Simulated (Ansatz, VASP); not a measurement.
## MgO in VASP and in Ansatz

```
Mg O
1.0
     3.28822    0.00000    0.00000
    -1.64411    2.84768    0.00000
     0.00000    0.00000    5.23574
Mg O
2 2
Direct
  0.33333 0.66667 0.99538
  0.66667 0.33333 0.49538
  0.33333 0.66667 0.37962
  0.66667 0.33333 0.87962
```

Change from the starting cell: uniaxial_z strain +4.0%.

Alike in both runs: task single point; functional PBE; k mesh 12 × 12 × 6; occupations fermi-dirac, width 0.02 eV; no spin polarisation.

```csv
,VASP,Ansatz
version,VASP 6.6.1,Ansatz 0.2.0
potentials or method,"VASP PAW PBE potentials, release 64 (Mg, O)","plane waves, PAW"
plane-wave cutoff (eV),520,420
valence electrons in the cell,16,32
```

```tsv
	VASP	Ansatz	Ansatz less VASP
gap on the k mesh at the Fermi level (eV)	3.47	3.48	+0.017
pressure (GPa)	-0.7	-0.4	+0.39
traceless stress, the component that is largest in VASP (GPa)	-1.52	-1.53	-0.004
```

VASP's potentials hold 16 valence electrons a cell and Ansatz's 32, so a difference there can come from the potentials and not from the codes.
